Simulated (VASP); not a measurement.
Input of a VASP 6.6.1 run:

The input INCAR:

```
PREC = Accurate
ENCUT = 520
EDIFF = 1E-6
ISMEAR = -1
SIGMA = 0.01
LREAL = False
LASPH = True
NELM = 60
ALGO = Normal
ISIF = 2
LWAVE = False
LCHARG = False
GGA = CA
NBANDS = 24
```

The input KPOINTS:

```
regular mesh
0
Gamma
  5 5 4
```

POSCAR

```
SrO
1.0
    4.2395360156      0.0000000000      0.0000000000
   -2.1197680078      3.6715457222      0.0000000000
    0.0000000000      0.0000000000      5.1122686239
Sr O
2 2
Direct
    0.3333333333      0.6666666667      0.9381280000
    0.6666666667      0.3333333333      0.4381280000
    0.3333333333      0.6666666667      0.4368720000
    0.6666666667      0.3333333333      0.9368720000
```

Potentials or basis: VASP PAW LDA potentials, release 64 (Sr_sv, O).

Run with:

```bash
$ cat potpaw_LDA.64/Sr_sv/POTCAR potpaw_LDA.64/O/POTCAR > POTCAR
$ mpirun -np 1 vasp_std > vasp.out
```

Question: What does it give for the band gap on the k mesh?

Answer: 2.52 eV, direct.

Question: Estimate the largest force.

Answer: 0.014 eV/Å.

Forces on the atoms (eV/Å):
```
Sr   0.000  0.000 -0.014
Sr   0.000  0.000 -0.014
O    0.000  0.000  0.014
O    0.000  0.000  0.014
```

A hybrid or GW would open this gap; LDA tends to underestimate it.
